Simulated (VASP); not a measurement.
Te2Mo, 6 atoms in the cell. The cell holds a slab with vacuum, 6 atoms: a = 3.504 Å, b = 3.504 Å, c = 24.768 Å, α = 90.00°, β = 90.00°, γ = 120.00°.  This cell differs from its parent crystal: layers slid over each other, then relaxed in part.

- Program: VASP 6.6.1
- Task: single point
- Functional: PBE
- Dispersion: D3(BJ)
- Potentials or basis: VASP PAW PBE potentials, release 64 (Te, Mo_sv)
- Cutoff: 520 eV
- k mesh: 9 × 9 × 1
- Occupations: gaussian, width 0.05 eV
- Spin: no spin polarisation
- Dipole correction: yes
- Further INCAR settings: ALGO = Normal; EDIFF = 1e-06; NBANDS = 35

Potentials or basis: VASP PAW PBE potentials, release 64 (Te, Mo_sv).

The run is started by

```sh
$ cat potpaw_PBE.64/Te/POTCAR potpaw_PBE.64/Mo_sv/POTCAR > POTCAR
$ mpirun -np 1 vasp_std > vasp.out
```

Hardware: 1 thread of AMD EPYC 7R13 Processor (Zen 3) (shared host).

Question: Estimate the wall time of this run.

Answer: Run time: 7.8 min on 1 thread of AMD EPYC 7R13 Processor (Zen 3), on a shared host, peak memory 0.44 GiB. Counts: scf iterations 24, k points 25.
